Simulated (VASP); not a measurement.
Runs of VASP 6.6.1 on BN. The structure is that of space group I-4m2 (No. 119), or close to it. The cells are those of the table. 

| cell | gap on the mesh (eV) | pressure (GPa) |
| --- | --- | --- |
| a = 2.522, b = 2.522, c = 2.624 Å, angles 58.6, 58.6, 62.7°, 2 atoms | (a) | (c) |
| a = 2.712, b = 2.712, c = 2.339 Å, angles 64.5, 64.5, 51.1°, 2 atoms | (d) | 3.3 |
| a = 2.487, b = 2.487, c = 2.773 Å, angles 56.1, 56.1, 67.8°, 2 atoms | 1.78 | -0.6 |
| a = 2.485, b = 2.485, c = 2.947 Å, angles 53.6, 53.6, 72.7°, 2 atoms | (b) | -4.4 |
| a = 2.501, b = 2.501, c = 2.694 Å, angles 57.4, 57.4, 65.2°, 2 atoms | 2.56 | 0.5 |
| a = 2.842, b = 2.842, c = 2.230 Å, angles 66.9, 66.9, 46.2°, 2 atoms | 0.20 | 10.6 |
| a = 2.481, b = 2.481, c = 2.865 Å, angles 54.7, 54.7, 70.5°, 2 atoms | 1.30 | -2.6 |
| a = 2.653, b = 2.653, c = 2.402 Å, angles 63.1, 63.1, 53.8°, 2 atoms | 3.26 | 1.8 |

Alike in all rows: task single point; level r2SCAN; potentials or basis VASP PAW PBE potentials, release 64 (B, N); no spin polarisation; k mesh 12 × 12 × 12; cutoff (eV) 520; smearing gaussian 0.05 eV.

Task: Fill in the values left out.

Result: (a) 3.59; (b) 0.34; (c) 1.0; (d) 2.38.

Caveats: the PAW data sets were made with another functional, which shifts forces and pressure a little.

A k mesh can miss the band edges.
